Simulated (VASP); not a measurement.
# CuI (F-43m) in VASP: a series of runs, part 3 of 3

VASP 6.6.1.

### 5 Vibrations by perturbation theory, PBEsol

This run uses another cell than the first one, of 26.19 Å³/atom.

The input, INCAR:

```
SYSTEM = CuI
PREC     = Accurate       ! precision mode
ENCUT    = 520            ! plane-wave cutoff, eV
EDIFF    = 1E-8           ! SCF threshold, eV
ISMEAR   = 0              ! smearing method
SIGMA    = 0.01           ! smearing width, eV
LREAL    = .False.        ! projectors in reciprocal space
LASPH    = .True.         ! aspherical terms in the spheres
NELM     = 60             ! most SCF steps
ALGO     = Normal         ! electronic algorithm
ISIF     = 2              ! what is computed and relaxed
LWAVE    = .False.        ! write WAVECAR
LCHARG   = .True.         ! write CHGCAR
GGA      = PS             ! functional
NBANDS   = 16             ! bands
IBRION   = 8              ! ionic algorithm
NSW      = 1              ! ionic steps
```

The input, KPOINTS:

```
regular mesh
0
Gamma
  6 6 6
  0 0 0
```

The input, POSCAR:

```
CuI
1.0
    2.9695406952      2.9695406952      0.0000000000
   -2.9695406952      2.9695406952      0.0000000000
    0.0000000000      2.9695406952      2.9695406952
Cu I
1 1
Direct
    0.7500000000      0.2500000000      0.5000000000
    0.0000000000      0.0000000000      0.0000000000
```

Potentials or basis: VASP PAW PBE potentials, release 64 (Cu, I).

Started as:

```bash
$ cat potpaw_PBE.64/Cu/POTCAR potpaw_PBE.64/I/POTCAR > POTCAR
$ mpirun -np 1 vasp_std > vasp.out
```

OUTCAR:

```text
SYSTEM = CuI
   PREC = Accurate
   ENCUT = 520
   EDIFF = 1E-8
   ISMEAR = 0
   LREAL = .False.
   LASPH = .True.
   NELM = 60
   ISIF = 2
   GGA = PS
   IBRION = 8
   NSW = 1

 ion  position               nearest neighbor table
   1  0.750  0.250  0.500-   2 2.57   2 2.57   2 2.57   2 2.57
   2  0.000  0.000  0.000-   1 2.57   1 2.57   1 2.57   1 2.57

  LATTYP: Found a face centered cubic cell.
 ALAT       =     5.9390813904

  Lattice vectors:

 A1 = (   0.0000000000,   2.9695406952,   2.9695406952)
 A2 = (   2.9695406952,   0.0000000000,   2.9695406952)
 A3 = (   2.9695406952,   2.9695406952,   0.0000000000)

Analysis of symmetry for initial positions (statically):
=====================================================================
 Subroutine PRICEL returns:
 Original cell was already a primitive cell.

[... 523 lines left out ...]

 INTERNAL STRAIN TENSOR  FOR ION    2  DIRECTION 1   (eV/Angst):
 -----------------------------------------------------------------------------
     0.03966  0.00000  0.00000
     0.00000 -0.04976 -4.28839
     0.00000 -4.28839 -0.04976

 INTERNAL STRAIN TENSOR FOR ION    2 for displacements in x,y,z  (eV/Angst):
          X           Y           Z          XY          YZ          ZX
  --------------------------------------------------------------------------------
  x     0.00000    -0.00000    -0.00000     0.00000    -4.28839     0.00000
  y    -0.00000     0.00000    -0.00000     0.00000     0.00000    -4.28839
  z    -0.00000    -0.00000     0.00000    -4.28839     0.00000     0.00000

 SECOND DERIVATIVES (NOT SYMMETRIZED)
 ------------------------------------
               1X          1Y          1Z          2X          2Y          2Z
  1X    -3.250796    0.000000   -0.000000    3.250796   -0.000000    0.000000
  1Y    -0.000000   -3.250796    0.000000    0.000000    3.250796   -0.000000
  1Z    -0.000000    0.000000   -3.250796    0.000000   -0.000000    3.250796
  2X     3.271798    0.000000   -0.000000   -3.271798   -0.000000    0.000000
  2Y    -0.000000    3.271798    0.000000    0.000000   -3.271798   -0.000000
  2Z    -0.000000    0.000000    3.271798    0.000000   -0.000000   -3.271798

 Eigenvectors and eigenvalues of the dynamical matrix
 ----------------------------------------------------

   1 f  =    4.336331 THz    27.245968 2PiTHz  144.644417 cm-1    17.933614 meV
             X         Y         Z           dx          dy          dz
      1.484770  4.454311  1.484770     0.000000    0.815416    0.000000
      0.000000  0.000000  0.000000     0.000000   -0.578875    0.000000
[... 21 lines left out ...]
   6 f/i=    0.006591 THz     0.041411 2PiTHz    0.219843 cm-1     0.027257 meV
             X         Y         Z           dx          dy          dz
      1.484770  4.454311  1.484770    -0.000000    0.000000   -0.578875
      0.000000  0.000000  0.000000    -0.000000    0.000000   -0.815416

--------------------------------------------------------------------------------------------------------

 ELASTIC MODULI CONTR FROM IONIC RELAXATION (kBar)
 Direction    XX          YY          ZZ          XY          YZ          ZX
 --------------------------------------------------------------------------------
 XX          -0.0000     -0.0000     -0.0000     -0.0000     -0.0000     -0.0000
 YY          -0.0000     -0.0000     -0.0000     -0.0000     -0.0000      0.0000
 ZZ          -0.0000     -0.0000     -0.0000      0.0000     -0.0000     -0.0000
 XY          -0.0000     -0.0000      0.0000   -182.7176     -0.0000     -0.0000
 YZ          -0.0000     -0.0000     -0.0000     -0.0000   -182.7176     -0.0000
 ZX          -0.0000      0.0000     -0.0000     -0.0000     -0.0000   -182.7176
 --------------------------------------------------------------------------------
```

stdout:

```text
POSCAR found type information on POSCAR CuI
 POSCAR found :  2 types and       2 ions
 scaLAPACK will be used
 -----------------------------------------------------------------------------
|                                                                             |
|                                                                             |
|     You enforced a specific xc type in the INCAR file but a different       |
|     I HOPE YOU KNOW WHAT YOU ARE DOING!                                     |
|                                                                             |
 -----------------------------------------------------------------------------

 LDA part: xc-table for (Slater+PW92), standard interpolation
 POSCAR, INCAR and KPOINTS ok, starting setup
 FFT: planning ... GRIDC
 FFT: planning ... GRID_SOFT
 FFT: planning ... GRID
 WAVECAR not read
 entering main loop
 Linear response reoptimize wavefunctions to high precision
 Linear response DOF=           2
 Linear response progress:
 first order change of Fermi-energy   0.39093E-04
 force on displaced ion       1 direction 1 :  -3.251  -0.000   0.000
 Linear response progress:
 first order change of Fermi-energy  -0.63503E-03
 force on displaced ion       2 direction 1 :  -3.272   0.000  -0.000
 Linear response finished
```

Wall time 4.6 min (1 thread of Intel Xeon 8259CL, shared host); peak memory 0.27 GiB.

What came out:

| Property | Result |
| --- | --- |
| Highest phonon frequency at Γ, LO-TO splitting left out | 145 cm⁻¹ |

Phonon frequencies in cm⁻¹ (negative: imaginary):
| q point | frequencies |
| --- | --- |
| (0.000, 0.000, 0.000) | 0 0 0 145 145 145 |

Caveat: the PAW data sets were made with another functional, which shifts forces and pressure a little; spin-orbit coupling is left out, which moves the levels of the heavy elements.

### 6 Vibrations by perturbation theory, PBEsol

This run uses another cell than the first one, of 27.41 Å³/atom.

The input, INCAR:

```
  PREC = Accurate
  ENCUT = 520
  EDIFF = 1E-8
  ISMEAR = 0
  SIGMA = 0.01
  LREAL = False
  LASPH = True
  NELM = 80
  ALGO = Normal
  ISIF = 2
  LWAVE = False
  LCHARG = True
  GGA = PS
  IBRION = 8
  NSW = 1
```

The input, KPOINTS:

```
regular mesh
0
Gamma
  6 6 6
```

The input, POSCAR:

```
CuI
1.0
    3.0152293324      3.0152293324      0.0000000000
   -3.0152293324      3.0152293324      0.0000000000
    0.0000000000      3.0152293324      3.0152293324
Cu I
1 1
Direct
    0.7500000000      0.2500000000      0.5000000000
    0.0000000000      0.0000000000      0.0000000000
```

Potentials or basis: VASP PAW PBE potentials, release 64 (Cu, I).

Started as:

```bash
$ cat potpaw_PBE.64/Cu/POTCAR potpaw_PBE.64/I/POTCAR > POTCAR
$ mpirun -np 1 vasp_std > vasp.out
```

OUTCAR:

```text
PREC = Accurate
   ENCUT = 520
   EDIFF = 1E-8
   ISMEAR = 0
   LREAL = False
   LASPH = True
   NELM = 80
   ISIF = 2
   GGA = PS
   IBRION = 8
   NSW = 1

 ion  position               nearest neighbor table
   1  0.750  0.250  0.500-   2 2.61   2 2.61   2 2.61   2 2.61
   2  0.000  0.000  0.000-   1 2.61   1 2.61   1 2.61   1 2.61

  LATTYP: Found a face centered cubic cell.
 ALAT       =     6.0304586648

  Lattice vectors:

 A1 = (   0.0000000000,   3.0152293324,   3.0152293324)
 A2 = (   3.0152293324,   0.0000000000,   3.0152293324)
 A3 = (   3.0152293324,   3.0152293324,   0.0000000000)

Analysis of symmetry for initial positions (statically):
=====================================================================
 Subroutine PRICEL returns:
 Original cell was already a primitive cell.

 Routine SETGRP: Setting up the symmetry group for a
 face centered cubic supercell.
[... 473 lines left out ...]

 INTERNAL STRAIN TENSOR  FOR ION    2  DIRECTION 1   (eV/Angst):
 -----------------------------------------------------------------------------
     0.02932  0.00000  0.00000
     0.00000 -0.04377 -2.88321
     0.00000 -2.88321 -0.04377

 INTERNAL STRAIN TENSOR FOR ION    2 for displacements in x,y,z  (eV/Angst):
          X           Y           Z          XY          YZ          ZX
  --------------------------------------------------------------------------------
  x     0.00000    -0.00000    -0.00000     0.00000    -2.88321     0.00000
  y     0.00000     0.00000     0.00000     0.00000     0.00000    -2.88321
  z    -0.00000    -0.00000     0.00000    -2.88321     0.00000     0.00000

 SECOND DERIVATIVES (NOT SYMMETRIZED)
 ------------------------------------
               1X          1Y          1Z          2X          2Y          2Z
  1X    -2.554376    0.000000   -0.000000    2.554376   -0.000000    0.000000
  1Y    -0.000000   -2.554376    0.000000    0.000000    2.554376   -0.000000
  1Z    -0.000000    0.000000   -2.554376    0.000000   -0.000000    2.554376
  2X     2.517354   -0.000000    0.000000   -2.517354    0.000000   -0.000000
  2Y     0.000000    2.517354   -0.000000   -0.000000   -2.517354    0.000000
  2Z     0.000000   -0.000000    2.517354   -0.000000    0.000000   -2.517354

 Eigenvectors and eigenvalues of the dynamical matrix
 ----------------------------------------------------

   1 f  =    3.830467 THz    24.067536 2PiTHz  127.770637 cm-1    15.841533 meV
             X         Y         Z           dx          dy          dz
      1.507615  4.522844  1.507615    -0.781938    0.241131   -0.000000
      0.000000  0.000000  0.000000     0.549304   -0.169392   -0.000000
[... 21 lines left out ...]
   6 f/i=    0.013152 THz     0.082636 2PiTHz    0.438703 cm-1     0.054392 meV
             X         Y         Z           dx          dy          dz
      1.507615  4.522844  1.507615     0.000006    0.078081    0.569501
      0.000000  0.000000  0.000000     0.000009    0.111149    0.810690

--------------------------------------------------------------------------------------------------------

 ELASTIC MODULI CONTR FROM IONIC RELAXATION (kBar)
 Direction    XX          YY          ZZ          XY          YZ          ZX
 --------------------------------------------------------------------------------
 XX          -0.0000     -0.0000     -0.0000     -0.0000      0.0000      0.0000
 YY          -0.0000     -0.0000     -0.0000     -0.0000     -0.0000      0.0000
 ZZ          -0.0000     -0.0000     -0.0000      0.0000     -0.0000      0.0000
 XY          -0.0000     -0.0000      0.0000   -104.0833      0.0000     -0.0000
 YZ           0.0000     -0.0000     -0.0000      0.0000   -104.0833      0.0000
 ZX           0.0000      0.0000      0.0000     -0.0000      0.0000   -104.0833
 --------------------------------------------------------------------------------
```

It took 4.5 min on 1 thread of Intel Xeon 8259CL, shared host; peak memory 0.26 GiB.

Results:

* Highest phonon frequency at Γ, LO-TO splitting left out: 128 cm⁻¹

Phonon frequencies in cm⁻¹ (negative: imaginary):
```
              q point        frequencies
(0.000, 0.000, 0.000)  0 0 0 128 128 128
```

Caveat: the cell stands under pressure or tension, which shifts response properties; the PAW data sets were made with another functional, which shifts forces and pressure a little; spin-orbit coupling is left out, which moves the levels of the heavy elements.
